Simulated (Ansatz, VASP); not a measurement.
# LiReS3: VASP beside Ansatz

```
CELL_PARAMETERS angstrom
4.63977 0.00000 0.00000
0.00000 4.63977 0.00000
0.00000 0.00000 4.63977
ATOMIC_POSITIONS crystal
Li 0.00000 0.00000 0.00000
Re 0.50000 0.50000 0.50000
S 0.00000 0.50000 0.50000
S 0.50000 0.50000 0.00000
S 0.50000 0.00000 0.50000
```

Change from the starting cell: species swapped into the HfBRh3 type (Pm-3m, No. 221).

Alike in both runs: task relaxation of cell and atoms; functional PBE; k mesh 8 × 8 × 8; occupations gaussian, width 0.1 eV; collinear spin.

|  | VASP | Ansatz |
| --- | --- | --- |
| version | VASP 6.6.1 | Ansatz 0.2.0 |
| potentials or method | VASP PAW PBE potentials, release 64 (Li_sv, Re, S), cutoff 600 eV | scalar-relativistic, plane waves, PAW |
| valence electrons in the cell | 28 | 36 |

Ansatz gave:

| Property | Result |
| --- | --- |
| gap on the k mesh at the Fermi level, each at its own relaxed structure (eV) | none |
| net moment per atom (μB) | 0.00 |
| relaxed volume (Å³/atom) | 20.50 |
| relaxed length of the cell vector where the two differ most in proportion (Å) | 4.680 |

Question: Which values does VASP return?

Answer: gap on the k mesh at the Fermi level, each at its own relaxed structure (eV): none; net moment per atom (μB): 0.00; relaxed volume (Å³/atom): 20.58; relaxed length of the cell vector where the two differ most in proportion (Å): 4.686.

A gap of «none» marks a metal or a gap that the smearing closes. VASP's potentials hold 28 valence electrons a cell and Ansatz's 36, so a difference there can come from the potentials and not from the codes. Ansatz's warnings: seeded moment not kept.

Spin-orbit coupling is off throughout. Noted on VASP's run: the cutoff is under 1.25 times that of the potentials, so the pressure is a little rough.
